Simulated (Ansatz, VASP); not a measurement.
**Two plane-wave programs on ZrWS3**

```
Zr W S
1.0
     4.91724    0.00000    0.00000
     0.00000    4.91724    0.00000
     0.00000    0.00000    4.91724
Zr W S
1 1 3
Direct
  0.50000 0.50000 0.50000
  0.00000 0.00000 0.00000
  0.50000 0.50000 0.00000
  0.00000 0.50000 0.50000
  0.50000 0.00000 0.50000
```

Change from the starting cell: species swapped into the Ca3GeO type (Pm-3m, No. 221).

Alike in both runs: functional PBE; k mesh 8 × 8 × 8; occupations gaussian, width 0.1 eV; collinear spin.

Ansatz relaxed the structure, and its values are those at the end. VASP's run is a single point on that final structure, the one shown.

```csv
,VASP,Ansatz
version,VASP 6.6.1,Ansatz 0.2.0
potentials or method,"VASP PAW PBE potentials, release 64 (Zr_sv, W_sv, S), cutoff 520 eV","scalar-relativistic, plane waves, PAW"
valence electrons in the cell,44,44
```

VASP gave:

| Item | Value |
| --- | --- |
| gap on the k mesh at the Fermi level (eV) | none |
| pressure (GPa) | 0.0 |
| net moment per atom (μB) | 0.80 |
| size of the moment on the site where the two differ most (μB) | 3.21 |

Problem. What did Ansatz give for the same quantities?

Solution. gap on the k mesh at the Fermi level (eV): none; pressure (GPa): 0.0; net moment per atom (μB): 0.80; size of the moment on the site where the two differ most (μB): 3.66.

Site moments also hang on the region over which each program counts them. A gap of «none» marks a metal or a gap that the smearing closes. Ansatz's warnings: given moment on shells.

Neither program's run includes spin-orbit coupling.
